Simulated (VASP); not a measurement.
Set up this calculation in VASP 6.6.1, as the native input.

```
Task                   : relaxation of cell and atoms
Functional             : PBE
Potentials or basis    : VASP PAW PBE potentials, release 64 (Pd)
Cutoff                 : 500 eV
k mesh                 : 9 × 9 × 9
Occupations            : fermi-dirac, width 0.01 eV
Spin                   : no spin polarisation
Dipole correction      : no
Further INCAR settings : ALGO = Normal; EDIFF = 1e-07; IBRION = 2; EDIFFG = -0.01; NSW = 60; ISIF = 3
```

The structure of Pd lies in POSCAR:

```
Pd
1.0
    0.0000000000      1.9465000000      1.9465000000
    1.9465000000      0.0000000000      1.9465000000
    1.9465000000      1.9465000000      0.0000000000
Pd
1
Direct
    0.0000000000      0.0000000000      0.0000000000
```

The input as run:

INCAR

```
SYSTEM = Pd
ALGO = Normal
EDIFF = 1E-7
EDIFFG = -0.01
ENCUT = 500
GGA = PE
GGA_COMPAT = .False.
IBRION = 2
ISIF = 3
ISMEAR = -1
LASPH = .True.
LCHARG = .False.
LREAL = .False.
LWAVE = .False.
NELM = 120
NELMIN = 4
NSW = 60
PREC = Accurate
SIGMA = 0.01
```

KPOINTS

```
k-points
0
Gamma
  9 9 9
  0 0 0
```

Potentials or basis: VASP PAW PBE potentials, release 64 (Pd).

Launch:

```sh
$ cat potpaw_PBE.64/Pd/POTCAR > POTCAR
$ mpirun -np 1 vasp_std > vasp.out
```

It gave:

* Relaxed volume: 15.26 Å³/atom
* Relaxed cell: a = 2.784 Å, b = 2.784 Å, c = 2.784 Å, α = 60.00°, β = 60.00°, γ = 60.00°
* Space group after relaxing (to 0.05 Å): Fm-3m (No. 225)
* Energy gained by relaxing: 9.5 meV/atom
* Ionic steps: 3
* Pressure after relaxing: -0.1 GPa
* Band gap on the k mesh: zero (band 5 reaches 9.37 eV, above the bottom of band 6 at 7.97 eV)

Run time: 18 s on 1 thread of AMD EPYC 7R43 64-Core Processor (Zen 3), on a shared host, peak memory 0.09 GiB.
